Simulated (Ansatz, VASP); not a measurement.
## One calculation of BeSe, two programs

File POSCAR:

```
BeSe
1.0
    0.0000000000      2.5839687382      2.5839687382
    2.5839687382      0.0000000000      2.5839687382
    2.5839687382      2.5839687382      0.0000000000
Be Se
1 1
Direct
    0.0000000000      0.0000000000      0.0000000000
    0.2500000000      0.2500000000      0.2500000000
```

File INCAR.step1:

```
  PREC = Accurate
  ENCUT = 660
  ISMEAR = 0
  SIGMA = 0.02
  LREAL = F
  LASPH = T
  NELM = 120
  GGA = PE
  ALGO = Normal
  EDIFF = 1E-5
  LWAVE = T
  LCHARG = F
  GGA_COMPAT = F
  IBRION = 2
  ISIF = 3
  EDIFFG = -0.005
  NELMIN = 4
  NSW = 100
```

Contents of INCAR.step2:

```
  PREC = Accurate
  ENCUT = 660
  EDIFF = 1E-7
  ISMEAR = 0
  SIGMA = 0.02
  LREAL = F
  LASPH = T
  NELM = 120
  ALGO = Normal
  ISIF = 3
  LWAVE = F
  LCHARG = F
  METAGGA = R2SCAN
  LMIXTAU = T
  IBRION = 2
  NSW = 100
  EDIFFG = -0.005
  ISTART = 1
  GGA_COMPAT = F
  NELMIN = 4
```

The input KPOINTS:

```
regular mesh
0
Gamma
  8 8 8
```

Input for Ansatz:

```yaml
crystal:
  lattice:
    - [0.0, 2.5839687382, 2.5839687382]
    - [2.5839687382, 0.0, 2.5839687382]
    - [2.5839687382, 2.5839687382, 0.0]
  atoms:
    - { symbol: Be, position: [0.0, 0.0, 0.0] }
    - { symbol: Se, position: [0.25, 0.25, 0.25] }
basis:
  ecutwfc: 500
kpoints:
  mp_grid: { grid: [8, 8, 8] }
hamiltonian:
  xc: r2scan
scf:
  occupations: { method: gaussian, width: 0.02 }
output:
  forces: true
  stress: true
  eigenvalues: true
  write_density: true
  write_potential: true
  elf: true
  volumetric_format: npy
relax:
  adjacent_minimum: "off"
  f_tol: 0.005
  max_steps: 80
  cell: { stress_tol: 0.05 }
```

Alike in both runs: task relaxation of cell and atoms; functional r2SCAN; k mesh 8 × 8 × 8; occupations gaussian, width 0.02 eV; no spin polarisation.

|  | VASP | Ansatz |
| --- | --- | --- |
| version | VASP 6.6.1 | Ansatz 0.2.0 |
| potentials or method | VASP PAW PBE potentials, release 64 (Be, Se), cutoff 660 eV | scalar-relativistic, plane waves, PAW |
| valence electrons in the cell | 8 | 18 |

```csv
,VASP,Ansatz,Ansatz less VASP
"gap on the k mesh at the Fermi level, each at its own relaxed structure (eV)",3.13,3.13,-0.005
relaxed volume (Å³/atom),17.25,17.20,-0.050
relaxed cell length with the largest relative difference (Å),3.654,3.651,-0.0035
```

VASP's potentials were made for PBE, not for r2SCAN. VASP's potentials hold 8 valence electrons a cell and Ansatz's 18, so a difference there can come from the potentials and not from the codes.

Noted on VASP's run: the relaxation stopped at its first step, so nothing moved.
